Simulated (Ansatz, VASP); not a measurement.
Two plane-wave programs on IrO2

```
CELL_PARAMETERS angstrom
4.52883 0.00000 0.00000
0.00000 4.52883 0.00000
0.00000 0.00000 3.17986
ATOMIC_POSITIONS crystal
Ir 0.50000 0.50000 0.50000
Ir 0.00000 0.00000 0.00000
O 0.69158 0.69158 0.00000
O 0.80842 0.19158 0.50000
O 0.30842 0.30842 0.00000
O 0.19158 0.80842 0.50000
```

Alike in both runs: functional PBE; k mesh 8 × 8 × 12; occupations gaussian, width 0.1 eV; no spin polarisation.

Ansatz relaxed the structure, and its values are those at the end. VASP's run is a single point on that final structure, the one shown.

|  | VASP | Ansatz |
| --- | --- | --- |
| version | VASP 6.6.1 | Ansatz 0.2.0 |
| potentials or method | VASP PAW PBE potentials, release 64 (Ir, O), cutoff 600 eV | scalar-relativistic, plane waves, PAW |
| valence electrons in the cell | 42 | 58 |

|  | VASP | Ansatz | Ansatz less VASP |
| --- | --- | --- | --- |
| gap on the k mesh at the Fermi level (eV) | none | none | - |
| pressure (GPa) | 2.1 | 0.0 | -2.07 |

A gap of «none» marks a metal or a gap that the smearing closes. The functional is the same, so the differences come from potentials, cutoffs and numerics. VASP's potentials hold 42 valence electrons a cell and Ansatz's 58, so a difference there can come from the potentials and not from the codes.

Neither program's run includes spin-orbit coupling.
